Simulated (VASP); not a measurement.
# WSe2 in VASP: single point with PBE+D3(BJ)

Aim: the single point of WSe2 with PBE+D3(BJ).

Everything below comes from runs of VASP 6.6.1. Logs are shortened: lines on timing, memory, paths and dates and some standing lists are left out, and cuts for length are marked.

### 1 The cell of the first run

The cell holds a slab with vacuum, 6 atoms: a = 3.285 Å, b = 3.285 Å, c = 24.239 Å, α = 90.00°, β = 90.00°, γ = 120.00°.

### 2 Single point, PBE+D3(BJ) (layers slid over each other)

File INCAR:

```
SYSTEM = WSe2
PREC = Accurate
ENCUT = 520
EDIFF = 1E-6
ISMEAR = 0
SIGMA = 0.05
LREAL = .False.
LASPH = .True.
NELM = 80
ALGO = Normal
ISIF = 2
LWAVE = .False.
LCHARG = .False.
LDIPOL = .True.
IDIPOL = 3
DIPOL = 0.5 0.5 0.398
GGA = PE
IVDW = 12
NBANDS = 35
```

File KPOINTS:

```
regular mesh
0
Gamma
  9 9 1
  0 0 0
```

File POSCAR:

```
WSe2
1.0
    3.2854928007      0.0000000000      0.0000000000
   -1.6427464003      2.8453202293      0.0000000000
    0.0000000000      0.0000000000     24.2386464730
Se W
4 2
Direct
    0.3333333333      0.6666666667      0.1856539310
    0.3333333333      0.6666666667      0.3246601763
    0.5000000000      1.3333333333      0.4715330639
    0.5000000000      1.3333333333      0.6105393092
    0.6666666667      0.3333333333      0.2551570536
    0.8333333333      1.0000000000      0.5410361865
```

Potentials or basis: VASP PAW PBE potentials, release 64 (Se, W_sv).

Started as:

```
$ cat potpaw_PBE.64/Se/POTCAR potpaw_PBE.64/W_sv/POTCAR > POTCAR
$ mpirun -np 1 vasp_std > vasp.out
```

OUTCAR:

```text
SYSTEM = WSe2
   PREC = Accurate
   ENCUT = 520
   EDIFF = 1E-6
   ISMEAR = 0
   LREAL = .False.
   LASPH = .True.
   NELM = 80
   ISIF = 2
   GGA = PE
   IVDW = 12
 IVDW          = 12

 ion  position               nearest neighbor table
   1  0.333  0.667  0.186-   5 2.54   5 2.54   5 2.54
   2  0.333  0.667  0.325-   5 2.54   5 2.54   5 2.54
   3  0.500  0.333  0.472-   6 2.54   6 2.54   6 2.54
   4  0.500  0.333  0.611-   6 2.54   6 2.54   6 2.54
   5  0.667  0.333  0.255-   1 2.54   1 2.54   1 2.54   2 2.54   2 2.54   2 2.54
   6  0.833  0.000  0.541-   3 2.54   3 2.54   3 2.54   4 2.54   4 2.54   4 2.54

  LATTYP: Found a hexagonal cell.
 ALAT       =     3.2854928007
 C/A-ratio  =     7.3774766659

  Lattice vectors:

 A1 = (   3.2854928007,   0.0000000000,   0.0000000000)
 A2 = (  -1.6427464003,   2.8453202293,   0.0000000000)
 A3 = (   0.0000000000,   0.0000000000,  24.2386464730)

Analysis of symmetry for initial positions (statically):
=====================================================================
 Subroutine PRICEL returns:
 Original cell was already a primitive cell.

 Routine SETGRP: Setting up the symmetry group for a
 hexagonal supercell.

 Subroutine GETGRP returns: Found  1 space group operations
 (whereof  1 operations were pure point group operations)
 out of a pool of 24 trial point group operations.

The static configuration has the point symmetry C_1 .

Analysis of symmetry for dynamics (positions and initial velocities):
=====================================================================
 Subroutine PRICEL returns:
 Original cell was already a primitive cell.

 Routine SETGRP: Setting up the symmetry group for a
 hexagonal supercell.

 Subroutine GETGRP returns: Found  1 space group operations
 (whereof  1 operations were pure point group operations)
 out of a pool of 24 trial point group operations.

The dynamic configuration has the point symmetry C_1 .

 Subroutine INISYM returns: Found  1 space group operations
 (whereof  1 operations are pure point group operations),
 and found     1 'primitive' translations

----------------------------------------------------------------------------------------

                                     Primitive cell

  volume of cell :     226.5896

  direct lattice vectors                    reciprocal lattice vectors
     3.285492801  0.000000000  0.000000000     0.304368343  0.175727145  0.000000000
    -1.642746400  2.845320229  0.000000000     0.000000000  0.351454290  0.000000000
     0.000000000  0.000000000 24.238646473     0.000000000  0.000000000  0.041256429

  length of vectors
     3.285492801  3.285492801 24.238646473     0.351454290  0.351454290  0.041256429

  position of ions in fractional coordinates (direct lattice)
     0.333333333  0.666666667  0.185653931
     0.333333333  0.666666667  0.324660176
     0.500000000  0.333333333  0.471533064
     0.500000000  0.333333333  0.610539309
     0.666666667  0.333333333  0.255157054
     0.833333333  0.000000000  0.541036187

  ion indices of the primitive-cell ions
   primitive index   ion index
                 1           1
                 2           2
                 3           3
                 4           4
                 5           5
                 6           6

----------------------------------------------------------------------------------------

 KPOINTS: regular mesh

Automatic generation of k-mesh.
 Grid dimensions read from file:
 generate k-points for:    9    9    1

 Generating k-lattice:

  Cartesian coordinates                     Fractional coordinates (reciprocal lattice)
     0.033818705  0.019525238  0.000000000     0.111111111  0.000000000  0.000000000
     0.000000000  0.039050477  0.000000000     0.000000000  0.111111111  0.000000000
     0.000000000  0.000000000  0.041256429     0.000000000  0.000000000  1.000000000

  Length of vectors
     0.039050477  0.039050477  0.041256429

  Shift w.r.t. Gamma in fractional coordinates (k-lattice)
     0.000000000  0.000000000  0.000000000

 Subroutine IBZKPT returns following result:
 ===========================================

 Found     41 irreducible k-points:

 Following reciprocal coordinates:
            Coordinates               Weight
  0.000000  0.000000  0.000000      1.000000
  0.111111  0.000000  0.000000      2.000000
  0.000000  0.111111  0.000000      2.000000
 -0.111111  0.111111  0.000000      2.000000
  0.222222  0.000000  0.000000      2.000000
  0.000000  0.222222  0.000000      2.000000
[... 16 lines left out ...]
  0.333333  0.111111  0.000000      2.000000
 -0.111111  0.444444  0.000000      2.000000
 [... further k-points ...]
   k-points           NKPTS =     41   k-points in BZ     NKDIM =     41   number of bands    NBANDS=     35
   number of dos      NEDOS =    301   number of ions     NIONS =      6
   total plane-waves  NPLWV = 103680
   dimension x,y,z NGX =    24 NGY =   24 NGZ =  180
   dimension x,y,z NGXF=    48 NGYF=   48 NGZF=  360
   ions per type =               4   2
   NGX,Y,Z   is equivalent  to a cutoff of  12.14, 12.14, 12.35 a.u.
   NGXF,Y,Z  is equivalent  to a cutoff of  24.29, 24.29, 24.69 a.u.
 SYSTEM =  WSe2
   PREC   = accura    normal or accurate (medium, high low for compatibility)
   ISTART =      0    job   : 0-new  1-cont  2-samecut
   ICHARG =      2    charge: 1-file 2-atom 10-const
   ISPIN  =      1    spin polarized calculation?
   LNONCOLLINEAR =      F non collinear calculations
   LSORBIT =      F    spin-orbit coupling
   LASPH  =      T    aspherical Exc in radial PAW
   ENCUT  =  520.0 eV  38.22 Ry    6.18 a.u.   6.11  6.11 45.07*2*pi/ulx,y,z
   NELM   =     80;   NELMIN=  2; NELMDL= -5     # of ELM steps
   EDIFF  = 0.1E-05   stopping-criterion for ELM
   LREAL  =      F    real-space projection
   EDIFFG = 0.1E-04   stopping-criterion for IOM
   NSW    =      0    number of steps for IOM
   IBRION =     -1    ionic relax: 0-MD 1-quasi-New 2-CG
   NFREE  =      0    steps in history (QN), initial steepest desc. (CG)
   ISIF   =      2    stress and relaxation
   ISYM   =      2    0-nonsym 1-usesym 2-fastsym
   POTIM  = 0.5000    time-step for ionic-motion
   TEBEG  =    0.0;   TEEND  =   0.0 temperature during run
   PSTRESS=    0.0 pullay stress
   NELECT =      52.0000    total number of electrons
   NUPDOWN=      -1.0000    fix difference up-down
   EMIN   =  10.00;   EMAX   =-10.00  energy-range for DOS
   EFERMI =   0.00;   METHOD = LEGACY
   ISMEAR =     0;   SIGMA  =   0.05  broadening in eV -4-tet -1-fermi 0-gaus
   EFERMI_NEDOS =   21; number of points for ismear=-14 and -15
   IALGO  =     38    algorithm
   IMIX   =      4    mixing-type and parameters
     AMIX     =   0.40;   BMIX     =  1.00
     AMIX_MAG =   1.60;   BMIX_MAG =  1.00
  volume/ion in A,a.u.               =      37.76       254.85
  Fermi-wavevector in a.u.,A,eV,Ry     =   1.002296  1.894065 13.668372  1.004597
  Thomas-Fermi vector in A             =   2.134774
   LORBIT       =      0    0 simple, 1 ext, 2 COOP (PROOUT), +10 PAW based schemes
   GGA     = PE    functional components
   LHFCALC =     F    Hartree Fock is set to
   AEXX    =    0.0000 exact exchange contribution
   IVDW    =    12    specifies the selected vdW correction
   LEPSILON=     F    determine dielectric tensor
   LRPA    =     F    only Hartree local field effects (RPA)
 non-spin polarized calculation
 Gauss-broadening in eV      SIGMA  =   0.05
  energy-cutoff  :      520.00
  volume of cell :      226.59
 maximum number of plane-waves:      6144
   NGX = 13   NGY = 13   NGZ = 91

 dipolmoment           0.000000      0.000000     -0.000001 electrons x Angstroem

 number of electron      51.9999989 magnetization

 dipolmoment           0.000000      0.000000      0.000789 electrons x Angstroem

 Free energy of the ion-electron system (eV)
  ---------------------------------------------------
  ext. energy  EPLUGINS =         0.00000000
  ---------------------------------------------------
  free energy    TOTEN  =       -43.20817731 eV

  energy without entropy =      -43.20817731  energy(sigma->0) =      -43.20817731

 E-fermi :   1.1753     XC(G=0):  -6.2687

 val. band max:        0.8689137403   @ k =   0.3333   0.3333   0.0000
 cond. band min:       2.4268285140   @ k =   0.2222   0.1111   0.0000
 fundamental gap:      1.5579147736
 Fermi energy:         1.1752998859

 k-point     1 :       0.0000    0.0000    0.0000
  band No.  band energies     occupation
      1     -73.1884      2.00000
      2     -73.1740      2.00000
      3     -37.4345      2.00000
      4     -37.4198      2.00000
      5     -37.3000      2.00000
      6     -37.2996      2.00000
[... 27 lines left out ...]
     34       4.0341      0.00000
     35       5.1843      0.00000

 k-point     2 :       0.1111    0.0000    0.0000
  band No.  band energies     occupation
      1     -73.1872      2.00000
      2     -73.1728      2.00000
      3     -37.4292      2.00000
      4     -37.4146      2.00000
      5     -37.3274      2.00000
      6     -37.3134      2.00000
[... 27 lines left out ...]
     34       4.1750      0.00000
     35       5.6030      0.00000

 k-point     3 :       0.0000    0.1111    0.0000
  band No.  band energies     occupation
      1     -73.1872      2.00000
      2     -73.1728      2.00000
      3     -37.4292      2.00000
      4     -37.4146      2.00000
      5     -37.3275      2.00000
      6     -37.3135      2.00000
[... 27 lines left out ...]
     34       4.1612      0.00000
     35       5.6045      0.00000

 k-point     4 :      -0.1111    0.1111    0.0000
  band No.  band energies     occupation
      1     -73.1872      2.00000
      2     -73.1728      2.00000
      3     -37.4292      2.00000
      4     -37.4146      2.00000
      5     -37.3277      2.00000
      6     -37.3133      2.00000
[... 27 lines left out ...]
     34       4.1627      0.00000
     35       5.6052      0.00000

 k-point     5 :       0.2222    0.0000    0.0000
  band No.  band energies     occupation
      1     -73.1841      2.00000
      2     -73.1697      2.00000
      3     -37.4158      2.00000
      4     -37.4012      2.00000
      5     -37.3971      2.00000
      6     -37.3831      2.00000
[... 638 lines left out ...]
 k-point    22 :       0.3333   -0.1111    0.0000
  band No.  band energies     occupation
      1     -73.1817      2.00000
      2     -73.1674      2.00000
      3     -37.4420      2.00000
      4     -37.4279      2.00000
      5     -37.4056      2.00000
      6     -37.3909      2.00000
[... 27 lines left out ...]
     34       5.1179      0.00000
     35       6.9000      0.00000

 k-point    23 :       0.3333    0.1111    0.0000
  band No.  band energies     occupation
      1     -73.1788      2.00000
      2     -73.1645      2.00000
      3     -37.5008      2.00000
      4     -37.4869      2.00000
      5     -37.3930      2.00000
      6     -37.3784      2.00000
[... 27 lines left out ...]
     34       5.2122      0.00000
     35       6.3719      0.00000

 k-point    24 :      -0.1111    0.4444    0.0000
  band No.  band energies     occupation
      1     -73.1788      2.00000
      2     -73.1645      2.00000
      3     -37.5010      2.00000
      4     -37.4869      2.00000
      5     -37.3930      2.00000
      6     -37.3784      2.00000
[... 27 lines left out ...]
     34       5.1912      0.00000
     35       6.4033      0.00000

 [... further k-points ...]

------------------------ aborting loop because EDIFF is reached ----------------------------------------

 vacuum level on the upper side and lower side of the slab       (xc-potential included)        -0.117        -0.132

 Edisp (eV)   -2.31221

 E8    (eV) :    -1.0629

  FORCE on cell =-STRESS in cart. coord.  units (eV):
  Direction    XX          YY          ZZ          XY          YZ          ZX
  --------------------------------------------------------------------------------------
  -------------------------------------------------------------------------------------
  Total      -0.00132     0.01102    -0.32608    -0.03618    -0.05104     0.08664
  in kB      -0.00933     0.07789    -2.30564    -0.25581    -0.36091     0.61265
  external pressure =       -0.75 kB  Pullay stress =        0.00 kB

 VOLUME and BASIS-vectors are now :
 -----------------------------------------------------------------------------
  energy-cutoff  :      520.00
  volume of cell :      226.59
      direct lattice vectors                 reciprocal lattice vectors
     3.285492801  0.000000000  0.000000000     0.304368343  0.175727145  0.000000000
    -1.642746400  2.845320229  0.000000000     0.000000000  0.351454290  0.000000000
     0.000000000  0.000000000 24.238646473     0.000000000  0.000000000  0.041256429

 POSITION                                       TOTAL-FORCE (eV/Angst)
 -----------------------------------------------------------------------------------
     -0.00000      1.89688      4.50000         0.001288      0.000037     -0.037371
     -0.00000      1.89688      7.86932        -0.017563      0.009370      0.120355
      1.09516      0.94844     11.42932         0.014825     -0.010011     -0.116422
      1.09516      0.94844     14.79865         0.000781      0.000340      0.039425
      1.64275      0.94844      6.18466        -0.004197      0.002716      0.033129
      2.73791      0.00000     13.11398         0.004867     -0.002452     -0.039115
 -----------------------------------------------------------------------------------
    total drift:                                0.000176      0.000027     -0.000698

  FREE ENERGIE OF THE ION-ELECTRON SYSTEM (eV)
  ---------------------------------------------------
  free  energy   TOTEN  =       -45.5203913182 eV

  energy  without entropy=      -45.5203913182  energy(sigma->0) =      -45.52039132

 vacuum level on the upper side and lower side of the slab         5.847         5.833
```

It took 11 min on 1 thread of Intel Xeon 8259CL, shared host; peak memory 0.49 GiB.

Results:

```yaml
Free_energy: -45.5204 eV
Largest_force: 0.122 eV/Å
Band_gap_on_the_k_mesh: 1.56 eV (least direct gap 1.65 eV)
Dispersion_energy_per_atom: -0.385 eV
```

Forces on the atoms (eV/Å):
```
Se   0.001  0.000 -0.037
Se  -0.018  0.009  0.120
Se   0.015 -0.010 -0.116
Se   0.001  0.000  0.039
W   -0.004  0.003  0.033
W    0.005 -0.002 -0.039
```

Caveat: the cell differs from its parent crystal (layers slid over each other); spin-orbit coupling is left out, which moves the levels of the heavy elements.
